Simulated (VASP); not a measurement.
A run of VASP 6.6.1 is set up as follows.

INCAR

```
ALGO = Normal
EDIFF = 1E-6
ENCUT = 520
GGA = PE
ISIF = 2
ISMEAR = -1
LASPH = T
LCHARG = F
LREAL = F
LWAVE = F
NBANDS = 58
NELM = 100
PREC = Accurate
SIGMA = 0.1
```

File KPOINTS:

```
k-points
0
Gamma
  10 10 3
```

POSCAR

```
Lu
1.0
    2.9240678398      0.0000000000      0.0000000000
   -1.4620339199      2.5323170317      0.0000000000
    0.0000000000      0.0000000000      9.4265684622
Lu
4
Direct
    0.0000000000      0.0000000000      0.0000000000
    0.0000000000      0.0000000000      0.5000000000
    0.3333333333      0.6666666667      0.2500000000
    0.6666666667      0.3333333333      0.7500000000
```

Potentials or basis: VASP PAW PBE potentials, release 64 (Lu).

Launch:

```bash
$ cat potpaw_PBE.64/Lu/POTCAR > POTCAR
$ mpirun -np 1 vasp_std > vasp.out
```

Question: Estimate the band gap on the k mesh.

Answer: Zero (band 50 reaches 6.32 eV, above the bottom of band 51 at 3.91 eV).

Question: Predict the pressure.

Answer: 54.0 GPa.

Caveat: spin-orbit coupling is left out, which moves the levels of the heavy elements.
